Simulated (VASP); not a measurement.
Here is a VASP 6.6.1 calculation.

INCAR

```
PREC = Accurate ; ENCUT = 520
EDIFF = 1E-7 ; ISMEAR = 0
SIGMA = 0.1 ; LREAL = False
LASPH = True ; NELM = 80
ALGO = Fast ; ISIF = 2
LWAVE = False ; LCHARG = False
GGA = PE ; NBANDS = 18
```

Contents of KPOINTS:

```
regular mesh
0
Gamma
  14 14 10
```

Contents of POSCAR:

```
Au
1.0
    2.8190878482     -0.0175773963      0.3620807400
   -0.0305781867      2.8172664790      0.3751563461
   -0.4974251226     -0.5177733820      3.8477164248
Au
2
Direct
    0.2500000000      0.2500000000      0.7500000000
    0.7500000000      0.7500000000      0.2500000000
```

Potentials or basis: VASP PAW PBE potentials, release 64 (Au).

The run is started by

```bash
$ cat potpaw_PBE.64/Au/POTCAR > POTCAR
$ mpirun -np 1 vasp_std > vasp.out
```

Question: Estimate the band gap on the k mesh.

Answer: Zero (band 11 reaches 15.78 eV, above the bottom of band 12 at 7.93 eV).

Question: Estimate the pressure.

Answer: 25.7 GPa.

Stress tensor (GPa, compression positive):
```
25.65  0.00 -0.02
 0.00 25.66 -0.02
-0.02 -0.02 25.79
```

Caveat: spin-orbit coupling is left out, which moves the levels of the heavy elements.
